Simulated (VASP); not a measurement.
Input of a VASP 6.6.1 run:

File INCAR:

```
SYSTEM = Mg3Se
ALGO     = Normal         ! electronic algorithm
EDIFF    = 1E-6           ! SCF threshold, eV
ENCUT    = 520            ! plane-wave cutoff, eV
GGA      = PE             ! functional
ISIF     = 2              ! what is computed and relaxed
ISMEAR   = 0              ! smearing method
LASPH    = .TRUE.         ! aspherical terms in the spheres
LCHARG   = .FALSE.        ! write CHGCAR
LREAL    = .FALSE.        ! projectors in reciprocal space
LWAVE    = .FALSE.        ! write WAVECAR
NBANDS   = 14             ! bands
NELM     = 60             ! most SCF steps
PREC     = Accurate       ! precision mode
SIGMA    = 0.1            ! smearing width, eV
```

File KPOINTS:

```
k-points
0
G
  4 4 4
  0 0 0
```

Contents of POSCAR:

```
Mg3Se
1.0
    4.3128833469      0.0000000000      0.0000000000
    0.0000000000      4.3128833469      0.0000000000
    0.0000000000      0.0000000000      4.3128833469
Mg Se
3 1
Direct
    0.0000000000      0.5000000000      0.5000000000
    0.5000000000      0.0000000000      0.5000000000
    0.5000000000      0.5000000000      0.0000000000
    0.0000000000      0.0000000000      0.0000000000
```

Potentials or basis: VASP PAW PBE potentials, release 64 (Mg, Se).

The run is started by

```sh
$ cat potpaw_PBE.64/Mg/POTCAR potpaw_PBE.64/Se/POTCAR > POTCAR
$ mpirun -np 1 vasp_std > vasp.out
```

(1) Predict the pressure.

(2) Estimate the band gap on the k mesh.

Answers

(1) 4.6 GPa.

(2) zero (bands 6 and 7 overlap by 2.28 eV).

Caveat: the k points lie up to 0.36 Å⁻¹ apart, too coarse for converged energies and pressures of a metal.
